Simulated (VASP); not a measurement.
Here is a VASP 6.6.1 calculation.

INCAR

```
SYSTEM = Ba3S2
PREC = Accurate ; ENCUT = 520
EDIFF = 1E-7 ; ISMEAR = 0
SIGMA = 0.1 ; LREAL = .False.
LASPH = .True. ; NELM = 80
ALGO = Normal ; ISIF = 2
LWAVE = .False. ; LCHARG = .False.
GGA = PE ; NBANDS = 53
```

Contents of KPOINTS:

```
Automatic mesh
0
Gamma
  3 3 3
  0 0 0
```

The input POSCAR:

```
Ba3S2
1.0
    3.8493076230      2.2223987923      7.5958423789
   -3.8493076230      2.2223987923      7.5958423789
    0.0000000000     -4.4447975847      7.5958423789
Ba S
6 4
Direct
    0.0780996621      0.4219003379      0.7500000000
    0.7500000000      0.0780996621      0.4219003379
    0.4219003379      0.7500000000      0.0780996621
    0.9219003379      0.5780996621      0.2500000000
    0.2500000000      0.9219003379      0.5780996621
    0.5780996621      0.2500000000      0.9219003379
    0.8369667528      0.8369667528      0.8369667528
    0.6630332472      0.6630332472      0.6630332472
    0.1630332472      0.1630332472      0.1630332472
    0.3369667528      0.3369667528      0.3369667528
```

Potentials or basis: VASP PAW PBE potentials, release 64 (Ba_sv, S).

Launch:

```bash
$ cat potpaw_PBE.64/Ba_sv/POTCAR potpaw_PBE.64/S/POTCAR > POTCAR
$ mpirun -np 1 vasp_std > vasp.out
```

Problem. Estimate the band gap on the k mesh.

Solution. Zero (band 42 reaches 3.78 eV, above the bottom of band 43 at 3.33 eV).

Problem. What does it give for the pressure?

Solution. 0.4 GPa.

Problem. Predict the largest force.

Solution. 0.035 eV/Å.

Forces in eV/Å, atoms in the order of the input:
```
Ba  -0.013  0.000  0.000
Ba   0.007 -0.011  0.000
Ba   0.007  0.011  0.000
Ba   0.013  0.000  0.000
Ba  -0.007  0.011  0.000
Ba  -0.007 -0.011  0.000
S    0.000  0.000 -0.035
S    0.000  0.000  0.035
S    0.000  0.000  0.035
S    0.000  0.000 -0.035
```

Caveat: spin-orbit coupling is left out, which moves the levels of the heavy elements.
